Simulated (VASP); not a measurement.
Write the native input for VASP 6.6.1 that does the following.

| Quantity | Value |
| --- | --- |
| Task | single point |
| Functional | LDA |
| Potentials or basis | VASP PAW LDA potentials, release 64 (Ba_sv, Zr_sv, O) |
| Cutoff | 520 eV |
| k mesh | 6 × 6 × 6 |
| Occupations | gaussian, width 0.05 eV |
| Spin | no spin polarisation |
| Dipole correction | no |
| Further INCAR settings | ALGO = Normal; EDIFF = 1e-06; NBANDS = 28 |

The structure of BaZrO3 lies in POSCAR:

```
BaZrO3
1.0
    3.8052893064      0.0000000000      0.0000000000
    0.0000000000      4.3755642706      0.0000000000
    0.0000000000      0.0000000000      4.1474542849
Ba Zr O
1 1 3
Direct
    0.5000000000      0.5000000000      0.5000000000
    0.0000000000      0.0000000000      0.0000000000
    0.5000000000      0.0000000000      0.0000000000
    0.0000000000      0.5000000000      0.0000000000
    0.0000000000      0.0000000000      0.5000000000
```

This cell differs from its parent crystal: normal strain along x -0.0825, normal strain along y +0.0550.

The input as run:

INCAR

```
PREC     = Accurate       # precision mode
ENCUT    = 520            # plane-wave cutoff, eV
EDIFF    = 1E-6           # SCF threshold, eV
ISMEAR   = 0              # smearing method
SIGMA    = 0.05           # smearing width, eV
LREAL    = False          # projectors in reciprocal space
LASPH    = True           # aspherical terms in the spheres
NELM     = 80             # most SCF steps
ALGO     = Normal         # electronic algorithm
ISIF     = 2              # what is computed and relaxed
LWAVE    = False          # write WAVECAR
LCHARG   = False          # write CHGCAR
NBANDS   = 28             # bands
```

KPOINTS

```
Automatic mesh
0
Gamma
  6 6 6
```

Potentials or basis: VASP PAW LDA potentials, release 64 (Ba_sv, Zr_sv, O).

Launch:

```console
$ cat potpaw_LDA.64/Ba_sv/POTCAR potpaw_LDA.64/Zr_sv/POTCAR potpaw_LDA.64/O/POTCAR > POTCAR
$ mpirun -np 1 vasp_std > vasp.out
```

Results of the run:

```
Pressure               : 12.6 GPa
Band gap on the k mesh : 2.55 eV, direct
```

Caveat: the cell differs from its parent crystal (normal strain along x -0.0825, normal strain along y +0.0550); spin-orbit coupling is left out, which moves the levels of the heavy elements.

Wall time 42 s on 1 thread of Intel(R) Xeon(R) 6975P-C (Granite Rapids), on a shared host, peak memory 0.24 GiB.
